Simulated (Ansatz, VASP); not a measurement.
# RbCl in VASP and in Ansatz

INCAR

```
PREC = Accurate ; ENCUT = 500
EDIFF = 1E-6 ; ISMEAR = 0
SIGMA = 0.01 ; LREAL = False
LASPH = True ; NELM = 120
ALGO = Normal ; ISIF = 2
LWAVE = False ; LCHARG = True
GGA = PE ; LELF = True
LVHAR = True ; NBANDS = 15
GGA_COMPAT = False
```

The input KPOINTS:

```
regular mesh
0
Gamma
  6 6 6
```

The input POSCAR:

```
RbCl
1.0
    0.0000000000      3.3152941348      3.3152941348
    3.3152941348      0.0000000000      3.3152941348
    3.3152941348      3.3152941348      0.0000000000
Rb Cl
1 1
Direct
    0.0000000000      0.0000000000      0.0000000000
    0.5000000000      0.5000000000      0.5000000000
```

Input for Ansatz:

```yaml
crystal:
  lattice:
    - [0.0, 3.3152941348, 3.3152941348]
    - [3.3152941348, 0.0, 3.3152941348]
    - [3.3152941348, 3.3152941348, 0.0]
  atoms:
    - { symbol: Rb, position: [0.0, 0.0, 0.0] }
    - { symbol: Cl, position: [0.5, 0.5, 0.5] }
kpoints:
  mp_grid: { grid: [6, 6, 6] }
hamiltonian:
  xc: pbe
scf:
  occupations: { method: fixed }
  n_extra_bands: 4
output:
  forces: true
  stress: true
  eigenvalues: true
```

Alike in both runs: task single point; functional PBE; k mesh 6 × 6 × 6; no spin polarisation.

|  | VASP | Ansatz |
| --- | --- | --- |
| version | VASP 6.6.1 | Ansatz 0.2.0 |
| potentials or method | VASP PAW PBE potentials, release 64 (Rb_sv, Cl) | plane waves, PAW |
| plane-wave cutoff (eV) | 500 | 420 |
| occupations | gaussian, width 0.01 eV | fixed |
| valence electrons in the cell | 16 | 16 |

|  | VASP | Ansatz | Ansatz less VASP |
| --- | --- | --- | --- |
| gap on the k mesh at the Fermi level (eV) | 4.93 | 4.93 | +0.003 |
| pressure (GPa) | 0.5 | 0.5 | +0.01 |
